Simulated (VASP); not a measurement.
Input of a VASP 6.6.1 run:

The input INCAR:

```
PREC = Accurate
ENCUT = 600
EDIFF = 1E-7
ISMEAR = 0
SIGMA = 0.1
LREAL = False
LASPH = True
NELM = 100
ALGO = Normal
ISIF = 3
LWAVE = False
LCHARG = False
GGA = PE
IBRION = 2
NSW = 90
EDIFFG = -0.04
```

Contents of KPOINTS:

```
Automatic mesh
0
Gamma
  4 4 6
```

The input POSCAR:

```
Ca2AlO
1.0
    4.5095878700      0.0000000000      0.0000000000
    0.0000000000      4.5095878700      0.0000000000
    0.0000000000      0.0000000000      3.7307200500
Ca Al O
2 1 1
Direct
    0.0000000000      0.5000000000      0.0000000000
    0.5000000000      0.0000000000      0.0000000000
    0.5000000000      0.5000000000      0.0000000000
    0.0000000000      0.0000000000      0.0000000000
```

Potentials or basis: VASP PAW PBE potentials, release 64 (Ca_sv, Al, O).

Run with:

```sh
$ cat potpaw_PBE.64/Ca_sv/POTCAR potpaw_PBE.64/Al/POTCAR potpaw_PBE.64/O/POTCAR > POTCAR
$ mpirun -np 1 vasp_std > vasp.out
```

Problem. Estimate the relaxed volume.

Solution. 26.50 Å³/atom.

Problem. Predict the space group after relaxing (to 0.05 Å).

Solution. P4/mmm (No. 123).

Problem. What does it give for the relaxed cell?

Solution. a = 5.410 Å, b = 5.410 Å, c = 3.621 Å, α = 90.00°, β = 90.00°, γ = 90.00°.

Stress tensor (GPa, compression positive):
```
0.21 0.00 0.00
0.00 0.21 0.00
0.00 0.00 0.01
```

Caveat: the volume moved by over 15 % at a fixed basis, so the end points are rough; an odd number of electrons without spin polarisation forces a metal; a magnetic or distorted state may lie lower.
